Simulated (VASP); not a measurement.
# RbBr (Fm-3m) in VASP: further runs

Runs on RbBr. Level: PBEsol. Tasks: relaxation of cell and atoms.

All numbers are computed with VASP 6.6.1; they aren't measurements. Logs are shortened: lines on timing, memory, paths and dates and some standing lists are left out, and cuts for length are marked.

## 1. The cell of the first run

It takes space group Fm-3m (No. 225, cubic). The conventional cell has a = 6.850 Å, b = 6.850 Å, c = 6.850 Å, α = 90.00°, β = 90.00°, γ = 90.00°. Within 4.5 Å of Rb (site symmetry m-3m) lie 6 Br at 3.42 Å. Br (site symmetry m-3m) has 6 Rb at 3.42 Å within 4.5 Å.

## 2. Relaxation of cell and atoms, PBEsol, target pressure 1 GPa, at which the enthalpy is minimised

Input file INCAR:

```
SYSTEM = RbBr
PREC = Accurate ; ENCUT = 600
EDIFF = 1E-7 ; ISMEAR = 0
SIGMA = 0.01 ; LREAL = .FALSE.
LASPH = .TRUE. ; NELM = 80
ALGO = Normal ; ISIF = 3
LWAVE = .FALSE. ; LCHARG = .FALSE.
GGA = PS ; IBRION = 2
NSW = 100 ; EDIFFG = -0.002
PSTRESS = 10.0
```

Input file KPOINTS:

```
Automatic mesh
0
G
  6 6 6
  0 0 0
```

Input file POSCAR:

```
RbBr
1.0
    0.0000000000      3.4249234064      3.4249234064
    3.4249234064      0.0000000000      3.4249234064
    3.4249234064      3.4249234064      0.0000000000
Rb Br
1 1
Direct
    0.0000000000      0.0000000000      0.0000000000
    0.5000000000      0.5000000000      0.5000000000
```

Potentials or basis: VASP PAW PBE potentials, release 64 (Rb_sv, Br).

Started as:

```bash
$ cat potpaw_PBE.64/Rb_sv/POTCAR potpaw_PBE.64/Br/POTCAR > POTCAR
$ mpirun -np 1 vasp_std > vasp.out
```

OUTCAR:

```text
SYSTEM = RbBr
   PREC = Accurate
   ENCUT = 600
   EDIFF = 1E-7
   ISMEAR = 0
   LREAL = .FALSE.
   LASPH = .TRUE.
   NELM = 80
   ISIF = 3
   GGA = PS
   IBRION = 2
   NSW = 100
   EDIFFG = -0.002
   PSTRESS = 10.0

 ion  position               nearest neighbor table
   1  0.000  0.000  0.000-   2 3.42   2 3.42   2 3.42   2 3.42   2 3.42   2 3.42
   2  0.500  0.500  0.500-   1 3.42   1 3.42   1 3.42   1 3.42   1 3.42   1 3.42

  LATTYP: Found a face centered cubic cell.
 ALAT       =     6.8498468128

  Lattice vectors:

 A1 = (   0.0000000000,   3.4249234064,   3.4249234064)
 A2 = (   3.4249234064,   0.0000000000,   3.4249234064)
 A3 = (   3.4249234064,   3.4249234064,   0.0000000000)

Analysis of symmetry for initial positions (statically):
=====================================================================
 Subroutine PRICEL returns:
 Original cell was already a primitive cell.

 Routine SETGRP: Setting up the symmetry group for a
 face centered cubic supercell.

 Subroutine GETGRP returns: Found 48 space group operations
 (whereof 48 operations were pure point group operations)
 out of a pool of 48 trial point group operations.

The static configuration has the point symmetry O_h .

Analysis of symmetry for dynamics (positions and initial velocities):
=====================================================================
 Subroutine PRICEL returns:
 Original cell was already a primitive cell.

 Routine SETGRP: Setting up the symmetry group for a
 face centered cubic supercell.

 Subroutine GETGRP returns: Found 48 space group operations
 (whereof 48 operations were pure point group operations)
 out of a pool of 48 trial point group operations.

The dynamic configuration has the point symmetry O_h .

 Subroutine INISYM returns: Found 48 space group operations
 (whereof 48 operations are pure point group operations),
 and found     1 'primitive' translations

----------------------------------------------------------------------------------------

                                     Primitive cell

  volume of cell :      80.3494

  direct lattice vectors                    reciprocal lattice vectors
     0.000000000  3.424923406  3.424923406    -0.145988666  0.145988666  0.145988666
     3.424923406  0.000000000  3.424923406     0.145988666 -0.145988666  0.145988666
     3.424923406  3.424923406  0.000000000     0.145988666  0.145988666 -0.145988666

  length of vectors
     4.843573131  4.843573131  4.843573131     0.252859787  0.252859787  0.252859787

  position of ions in fractional coordinates (direct lattice)
     0.000000000  0.000000000  0.000000000
     0.500000000  0.500000000  0.500000000

  ion indices of the primitive-cell ions
   primitive index   ion index
                 1           1
                 2           2

----------------------------------------------------------------------------------------

 KPOINTS: Automatic mesh

Automatic generation of k-mesh.
 Grid dimensions read from file:
 generate k-points for:    6    6    6

 Generating k-lattice:

  Cartesian coordinates                     Fractional coordinates (reciprocal lattice)
    -0.024331444  0.024331444  0.024331444     0.166666667  0.000000000  0.000000000
     0.024331444 -0.024331444  0.024331444     0.000000000  0.166666667  0.000000000
     0.024331444  0.024331444 -0.024331444     0.000000000  0.000000000  0.166666667

  Length of vectors
     0.042143298  0.042143298  0.042143298

  Shift w.r.t. Gamma in fractional coordinates (k-lattice)
     0.000000000  0.000000000  0.000000000

 Subroutine IBZKPT returns following result:
 ===========================================

 Found     16 irreducible k-points:

 Following reciprocal coordinates:
            Coordinates               Weight
  0.000000  0.000000  0.000000      1.000000
  0.166667  0.000000  0.000000      8.000000
  0.333333  0.000000  0.000000      8.000000
  0.500000  0.000000  0.000000      4.000000
  0.166667  0.166667  0.000000      6.000000
  0.333333  0.166667  0.000000     24.000000
[... 8 lines left out ...]
 -0.333333  0.333333  0.166667     24.000000
 -0.333333  0.500000  0.166667     12.000000
   k-points           NKPTS =     16   k-points in BZ     NKDIM =     16   number of bands    NBANDS=     12
   number of dos      NEDOS =    301   number of ions     NIONS =      2
   total plane-waves  NPLWV =  64000
   dimension x,y,z NGX =    40 NGY =   40 NGZ =   40
   dimension x,y,z NGXF=    80 NGYF=   80 NGZF=   80
   ions per type =               1   1
   NGX,Y,Z   is equivalent  to a cutoff of  13.73, 13.73, 13.73 a.u.
   NGXF,Y,Z  is equivalent  to a cutoff of  27.46, 27.46, 27.46 a.u.
 SYSTEM =  RbBr
   PREC   = accura    normal or accurate (medium, high low for compatibility)
   ISTART =      0    job   : 0-new  1-cont  2-samecut
   ICHARG =      2    charge: 1-file 2-atom 10-const
   ISPIN  =      1    spin polarized calculation?
   LNONCOLLINEAR =      F non collinear calculations
   LSORBIT =      F    spin-orbit coupling
   LASPH  =      T    aspherical Exc in radial PAW
   ENCUT  =  600.0 eV  44.10 Ry    6.64 a.u.   9.67  9.67  9.67*2*pi/ulx,y,z
   NELM   =     80;   NELMIN=  2; NELMDL= -5     # of ELM steps
   EDIFF  = 0.1E-06   stopping-criterion for ELM
   LREAL  =      F    real-space projection
   EDIFFG = -.2E-02   stopping-criterion for IOM
   NSW    =    100    number of steps for IOM
   IBRION =      2    ionic relax: 0-MD 1-quasi-New 2-CG
   NFREE  =      1    steps in history (QN), initial steepest desc. (CG)
   ISIF   =      3    stress and relaxation
   ISYM   =      2    0-nonsym 1-usesym 2-fastsym
   POTIM  = 0.5000    time-step for ionic-motion
   TEBEG  =    0.0;   TEEND  =   0.0 temperature during run
   PSTRESS=   10.0 pullay stress
   NELECT =      16.0000    total number of electrons
   NUPDOWN=      -1.0000    fix difference up-down
   EMIN   =  10.00;   EMAX   =-10.00  energy-range for DOS
   EFERMI =   0.00;   METHOD = LEGACY
   ISMEAR =     0;   SIGMA  =   0.01  broadening in eV -4-tet -1-fermi 0-gaus
   EFERMI_NEDOS =   21; number of points for ismear=-14 and -15
   IALGO  =     38    algorithm
   IMIX   =      4    mixing-type and parameters
     AMIX     =   0.40;   BMIX     =  1.00
     AMIX_MAG =   1.60;   BMIX_MAG =  1.00
  volume/ion in A,a.u.               =      40.17       271.11
  Fermi-wavevector in a.u.,A,eV,Ry     =   0.955991  1.806562 12.434629  0.913919
  Thomas-Fermi vector in A             =   2.084879
   LORBIT       =      0    0 simple, 1 ext, 2 COOP (PROOUT), +10 PAW based schemes
   GGA     = PS    functional components
   LHFCALC =     F    Hartree Fock is set to
   AEXX    =    0.0000 exact exchange contribution
   IVDW    =     0    specifies the selected vdW correction
   LEPSILON=     F    determine dielectric tensor
   LRPA    =     F    only Hartree local field effects (RPA)
 conjugate gradient relaxation of ions
 non-spin polarized calculation
 Gauss-broadening in eV      SIGMA  =   0.01
  energy-cutoff  :      600.00
  volume of cell :       80.35
 maximum number of plane-waves:      2733
 NGX is ok and might be reduce to    40
   NGX = 19   NGY = 19   NGZ = 19

--------------------------------------- Ionic step        1  -------------------------------------------

 number of electron      16.0000001 magnetization

 Free energy of the ion-electron system (eV)
  ---------------------------------------------------
  ext. energy  EPLUGINS =         0.00000000
  ---------------------------------------------------
  free energy    TOTEN  =        -6.35542610 eV

  energy without entropy =       -6.35542610  energy(sigma->0) =       -6.35542610

------------------------ aborting loop because EDIFF is reached ----------------------------------------

  FORCE on cell =-STRESS in cart. coord.  units (eV):
  Direction    XX          YY          ZZ          XY          YZ          ZX
  --------------------------------------------------------------------------------------
  -------------------------------------------------------------------------------------
  Total        0.0010883      0.0010883      0.0010883      0.0000000      0.0000000      0.0000000
  in kB        0.0217009      0.0217009      0.0217009      0.0000000      0.0000000      0.0000000
  external PRESSURE =      -9.9782991 kB  Pullay stress =      10.0000000 kB

 VOLUME and BASIS-vectors are now :
 -----------------------------------------------------------------------------
  energy-cutoff  :      600.00
  volume of cell :       80.35
      direct lattice vectors                 reciprocal lattice vectors
     0.000000000  3.424923406  3.424923406    -0.145988666  0.145988666  0.145988666
     3.424923406  0.000000000  3.424923406     0.145988666 -0.145988666  0.145988666
     3.424923406  3.424923406  0.000000000     0.145988666  0.145988666 -0.145988666

 POSITION                                       TOTAL-FORCE (eV/Angst)
 -----------------------------------------------------------------------------------
      0.00000      0.00000      0.00000        -0.000000     -0.000000     -0.000000
      3.42492      3.42492      3.42492         0.000000      0.000000      0.000000
 -----------------------------------------------------------------------------------
    total drift:                                0.000000     -0.000000     -0.000000

  FREE ENERGIE OF THE ION-ELECTRON SYSTEM (eV)
  ---------------------------------------------------
  free  energy   TOTEN  =        -6.3554260951 eV
[... 57 lines left out ...]
 VOLUME and BASIS-vectors are now :
 -----------------------------------------------------------------------------
  energy-cutoff  :      600.00
  volume of cell :       75.65
      direct lattice vectors                 reciprocal lattice vectors
     0.000000000  3.356774462  3.356774462    -0.148952515  0.148952515  0.148952515
     3.356774462  0.000000000  3.356774462     0.148952515 -0.148952515  0.148952515
     3.356774462  3.356774462  0.000000000     0.148952515  0.148952515 -0.148952515

 POSITION                                       TOTAL-FORCE (eV/Angst)
 -----------------------------------------------------------------------------------
      0.00000      0.00000      0.00000        -0.000000     -0.000000     -0.000000
      3.35677      3.35677      3.35677         0.000000      0.000000      0.000000
 -----------------------------------------------------------------------------------
    total drift:                                0.000000     -0.000000     -0.000000

  FREE ENERGIE OF THE ION-ELECTRON SYSTEM (eV)
  ---------------------------------------------------
  free  energy   TOTEN  =        -6.3418159508 eV

  energy  without entropy=       -6.3418159508  energy(sigma->0) =       -6.34181595

  enthalpy is  TOTEN    =        -5.8696595291 eV   P V=        0.4721564217

--------------------------------------- Ionic step        4  -------------------------------------------

 number of electron      15.9999999 magnetization

 Free energy of the ion-electron system (eV)
  ---------------------------------------------------
  ext. energy  EPLUGINS =         0.00000000
  ---------------------------------------------------
  free energy    TOTEN  =        -6.34124481 eV

  energy without entropy =       -6.34124481  energy(sigma->0) =       -6.34124481

 E-fermi :  -1.4877     XC(G=0):  -7.6726

 val. band max:       -1.5962899619   @ k =   0.0000   0.0000   0.0000
 cond. band min:       2.7643166744   @ k =   0.0000   0.0000   0.0000
 fundamental gap:      4.3606066363
 Fermi energy:        -1.4877254476

 k-point     1 :       0.0000    0.0000    0.0000
  band No.  band energies     occupation
      1     -25.8259      2.00000
      2     -13.8591      2.00000
      3      -9.9200      2.00000
      4      -9.9200      2.00000
      5      -9.9200      2.00000
      6      -1.5963      2.00000
      7      -1.5963      2.00000
      8      -1.5963      2.00000
      9       2.7643      0.00000
     10       5.6015      0.00000
     11       5.6015      0.00000
     12       5.6015      0.00000

 k-point     2 :       0.1667    0.0000    0.0000
  band No.  band energies     occupation
      1     -25.8225      2.00000
      2     -13.8743      2.00000
      3      -9.9221      2.00000
      4      -9.9221      2.00000
      5      -9.9031      2.00000
      6      -1.9508      2.00000
      7      -1.7117      2.00000
      8      -1.7117      2.00000
      9       3.4588      0.00000
     10       5.4648      0.00000
     11       5.9537      0.00000
     12       5.9537      0.00000
[... 221 lines left out ...]
 VOLUME and BASIS-vectors are now :
 -----------------------------------------------------------------------------
  energy-cutoff  :      600.00
  volume of cell :       75.56
      direct lattice vectors                 reciprocal lattice vectors
     0.000000000  3.355411483  3.355411483    -0.149013020  0.149013020  0.149013020
     3.355411483  0.000000000  3.355411483     0.149013020 -0.149013020  0.149013020
     3.355411483  3.355411483  0.000000000     0.149013020  0.149013020 -0.149013020

 POSITION                                       TOTAL-FORCE (eV/Angst)
 -----------------------------------------------------------------------------------
      6.71082      6.71082      6.71082         0.000000     -0.000000     -0.000000
      3.35541      3.35541      3.35541        -0.000000      0.000000      0.000000
 -----------------------------------------------------------------------------------
    total drift:                                0.000000     -0.000000      0.000000

  FREE ENERGIE OF THE ION-ELECTRON SYSTEM (eV)
  ---------------------------------------------------
  free  energy   TOTEN  =        -6.3412448139 eV

  energy  without entropy=       -6.3412448139  energy(sigma->0) =       -6.34124481

  enthalpy is  TOTEN    =        -5.8696632995 eV   P V=        0.4715815144

 reached required accuracy - stopping structural energy minimisation
```

Wall time 54 s (1 thread of Intel Xeon 6975P-C (Granite Rapids), shared host); peak memory 0.25 GiB.

What came out:

| Property | Result |
| --- | --- |
| Free energy | -6.3412 eV |
| Relaxed volume | 37.78 Å³/atom |
| Relaxed cell | a = 4.745 Å, b = 4.745 Å, c = 4.745 Å, α = 60.00°, β = 60.00°, γ = 60.00° |
| Space group after relaxing (to 0.05 Å) | Fm-3m (No. 225) |
| Energy change on relaxing (the enthalpy is what falls) | +7.1 meV/atom |
| Ionic steps | 4 |
| Pressure after relaxing | 1.0 GPa |
| Band gap on the k mesh | 4.36 eV, direct |

Step by step:
| step | energy change (eV) | largest force (eV/Å) | pressure (GPa) | volume (Å³) |
| --- | --- | --- | --- | --- |
| 1 | 0.0000 | 0.0000 | 0.00 | 80.35 |
| 2 | 0.0049 | 0.0000 | 0.56 | 77.47 |
| 3 | 0.0136 | 0.0000 | 0.98 | 75.65 |
| 4 | 0.0142 | 0.0000 | 1.00 | 75.56 |

Final structure:
```cif
data_structure
_symmetry_space_group_name_H-M 'P 1'
_symmetry_Int_Tables_number 1
_cell_length_a 4.7453
_cell_length_b 4.7453
_cell_length_c 4.7453
_cell_angle_alpha 60.000
_cell_angle_beta 60.000
_cell_angle_gamma 60.000
_cell_volume 75.56
loop_
_atom_site_label
_atom_site_type_symbol
_atom_site_fract_x
_atom_site_fract_y
_atom_site_fract_z
_atom_site_occupancy
Rb1 Rb 0.00000 0.00000 0.00000 1
Br1 Br 0.50000 0.50000 0.50000 1
```

Levels at points of the mesh, in eV from the valence-band top:
```tsv
k point	band 4	band 5	band 6	band 7	band 8	band 9	band 10	band 11	band 12
(0.00, 0.00, 0.00)	-8.32	-8.32	0.00	0.00	0.00	4.36	7.20	7.20	7.20
(0.50, 0.00, 0.00)	-8.33	-8.26	-1.14	-0.43	-0.43	6.82	7.82	9.61	9.61
(0.50, 0.50, 0.00)	-8.42	-8.42	-0.50	-0.16	-0.16	5.41	7.25	9.26	9.37
```

Caveat: the cell is relaxed towards a set pressure, so the enthalpy falls and the energy may rise; the PAW data sets were made with another functional, which shifts forces and pressure a little. As with any semilocal functional, this PBEsol gap is likely too small.

## 3. Relaxation of cell and atoms, PBEsol, target pressure 2 GPa, at which the enthalpy is minimised

INCAR, as its differences from that of step 2:

```diff
@@ -9,2 +9,2 @@
 NSW = 100 ; EDIFFG = -0.002
-PSTRESS = 10.0
+PSTRESS = 20.0
```

KPOINTS is that of step 2.

POSCAR is that of step 2.

Potentials or basis: VASP PAW PBE potentials, release 64 (Rb_sv, Br).

Started as:

```bash
$ cat potpaw_PBE.64/Rb_sv/POTCAR potpaw_PBE.64/Br/POTCAR > POTCAR
$ mpirun -np 1 vasp_std > vasp.out
```

Run time: 42 s. Hardware: 1 thread of Intel Xeon 6975P-C (Granite Rapids), shared host; peak memory 0.24 GiB.

Results (log left out):

- Free energy: -6.3090 eV
- Relaxed volume: 36.04 Å³/atom
- Relaxed cell: a = 4.671 Å, b = 4.671 Å, c = 4.671 Å, α = 60.00°, β = 60.00°, γ = 60.00°
- Space group after relaxing (to 0.05 Å): Fm-3m (No. 225)
- Energy change on relaxing (the enthalpy is what falls): +23.2 meV/atom
- Ionic steps: 4
- Pressure after relaxing: 2.0 GPa
- Band gap on the k mesh: 4.48 eV, direct

The path:
| step | energy change (eV) | largest force (eV/Å) | pressure (GPa) | volume (Å³) |
| --- | --- | --- | --- | --- |
| 1 | 0.0000 | 0.0000 | 0.00 | 80.35 |
| 2 | 0.0204 | 0.0000 | 1.24 | 74.66 |
| 3 | 0.0444 | 0.0000 | 1.95 | 72.23 |
| 4 | 0.0464 | 0.0000 | 2.00 | 72.07 |

Final structure:
```cif
data_structure
_symmetry_space_group_name_H-M 'P 1'
_symmetry_Int_Tables_number 1
_cell_length_a 4.6712
_cell_length_b 4.6712
_cell_length_c 4.6712
_cell_angle_alpha 60.000
_cell_angle_beta 60.000
_cell_angle_gamma 60.000
_cell_volume 72.07
loop_
_atom_site_label
_atom_site_type_symbol
_atom_site_fract_x
_atom_site_fract_y
_atom_site_fract_z
_atom_site_occupancy
Rb1 Rb 0.00000 0.00000 0.00000 1
Br1 Br 0.50000 0.50000 0.50000 1
```

Levels at points of the mesh, in eV from the valence-band top:
```csv
k point,band 6,band 7,band 8,band 9,band 10,band 11
"(0.00, 0.00, 0.00)",0.00,0.00,0.00,4.48,7.19,7.19
"(0.50, 0.00, 0.00)",-1.23,-0.48,-0.48,6.93,7.97,9.74
"(0.50, 0.50, 0.00)",-0.50,-0.16,-0.16,5.33,7.44,9.34
```

Caveat: the cell is relaxed towards a set pressure, so the enthalpy falls and the energy may rise; the PAW data sets were made with another functional, which shifts forces and pressure a little. A hybrid or GW would open this gap; PBEsol tends to underestimate it.
